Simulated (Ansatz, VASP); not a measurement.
# One calculation of TiO2, two programs

File POSCAR:

```
TiO2
1.0
   -4.3507577183      4.3507577183      1.8875555959
    4.3507577183     -4.3507577183      1.8875555959
    4.3507577183      4.3507577183     -1.8875555959
Ti O
4 8
Direct
    0.2922817050      0.9971447550      0.2894264600
    0.0028552450      0.2922817050      0.2951369500
    0.9971447550      0.7077182950      0.7048630500
    0.7077182950      0.0028552450      0.7105735400
    0.4988638250      0.8492152850      0.3480791100
    0.1616620200      0.1596026000      0.3212646200
    0.1507847150      0.4988638250      0.6496485400
    0.1596026000      0.8383379800      0.9979405800
    0.8403974000      0.1616620200      0.0020594200
    0.8492152850      0.5011361750      0.3503514600
    0.8383379800      0.8403974000      0.6787353800
    0.5011361750      0.1507847150      0.6519208900
```

Contents of INCAR.step1:

```
  PREC = Accurate
  ENCUT = 520
  ISMEAR = -1
  SIGMA = 0.05
  LREAL = False
  LASPH = True
  NELM = 100
  NBANDS = 60
  GGA = PE
  ALGO = Normal
  EDIFF = 1E-4
  LWAVE = True
  LCHARG = False
  KPAR = 4
```

INCAR.step2

```
  PREC = Accurate
  ENCUT = 520
  EDIFF = 1E-6
  ISMEAR = -1
  SIGMA = 0.05
  LREAL = False
  LASPH = True
  NELM = 100
  ALGO = Normal
  ISIF = 2
  LWAVE = False
  LCHARG = True
  METAGGA = R2SCAN
  LMIXTAU = True
  LVHAR = True
  NBANDS = 60
  ISTART = 1
  KPAR = 4
```

File KPOINTS:

```
Automatic mesh
0
Gamma
  8 8 8
```

The input input.yaml:

```yaml
crystal:
  lattice:
    - [-4.3507577183, 4.3507577183, 1.8875555959]
    - [4.3507577183, -4.3507577183, 1.8875555959]
    - [4.3507577183, 4.3507577183, -1.8875555959]
  atoms:
    - { symbol: Ti, position: [0.292281705, 0.997144755, 0.28942646] }
    - { symbol: Ti, position: [0.002855245, 0.292281705, 0.29513695] }
    - { symbol: Ti, position: [0.997144755, 0.707718295, 0.70486305] }
    - { symbol: Ti, position: [0.707718295, 0.002855245, 0.71057354] }
    - { symbol: O, position: [0.498863825, 0.849215285, 0.34807911] }
    - { symbol: O, position: [0.16166202, 0.1596026, 0.32126462] }
    - { symbol: O, position: [0.150784715, 0.498863825, 0.64964854] }
    - { symbol: O, position: [0.1596026, 0.83833798, 0.99794058] }
    - { symbol: O, position: [0.8403974, 0.16166202, 0.00205942] }
    - { symbol: O, position: [0.849215285, 0.501136175, 0.35035146] }
    - { symbol: O, position: [0.83833798, 0.8403974, 0.67873538] }
    - { symbol: O, position: [0.501136175, 0.150784715, 0.65192089] }
hamiltonian:
  xc: r2scan
  pseudopotentials: { kind: paw }
kpoints:
  mp_grid: { grid: [8, 8, 8] }
  band_path:
    path:
      - [[0.0, 0.0, 0.0], [0.0, 0.0, 0.5], [-0.5, 0.5, 0.5], [0.0, 0.0, 0.0], [0.2970554265, 0.2970554265, -0.2970554265], [0.25, 0.25, 0.25], [0.0, 0.5, 0.0], [-0.2970554265, 0.7029445735, 0.2970554265], [-0.5, 0.5, 0.5]]
      - [[0.0, 0.0, 0.5], [0.25, 0.25, 0.25]]
    npoints: 10
scf:
  occupations: { method: fermi_dirac, width: 0.05 }
  n_extra_bands: 30
output:
  forces: true
  stress: true
  eigenvalues: true
  fatbands: true
  write_density: true
  write_potential: true
  elf: true
  volumetric_format: npy
```

Alike in both runs: functional r2SCAN; k mesh 8 × 8 × 8; occupations fermi-dirac, width 0.05 eV; no spin polarisation.

```csv
,VASP,Ansatz
version,VASP 6.6.1,Ansatz 0.2.0
potentials or method,"VASP PAW PBE potentials, release 64 (Ti_sv, O)",Ansatz PAW
plane-wave cutoff (eV),520,500
valence electrons in the cell,96,96
task,single point,band structure
```

|  | VASP | Ansatz | Ansatz less VASP |
| --- | --- | --- | --- |
| gap on the k mesh at the Fermi level (eV) | 2.02 | 2.01 | -0.007 |
| least direct gap on the mesh (eV) | 2.73 | 2.72 | -0.010 |
| pressure (GPa) | -0.2 | -1.3 | -1.10 |
| traceless stress, the component that is largest in VASP (GPa) | 0.62 | 0.65 | +0.034 |
| rms of the force components (eV/Å) | 0.059 | 0.104 | +0.0455 |

VASP's potentials were made for PBE, not for r2SCAN. Atom by atom the forces differ by 0.046 eV/Å (rms over components). With one functional, cell and mesh, what is left measures potentials, basis and numerics.
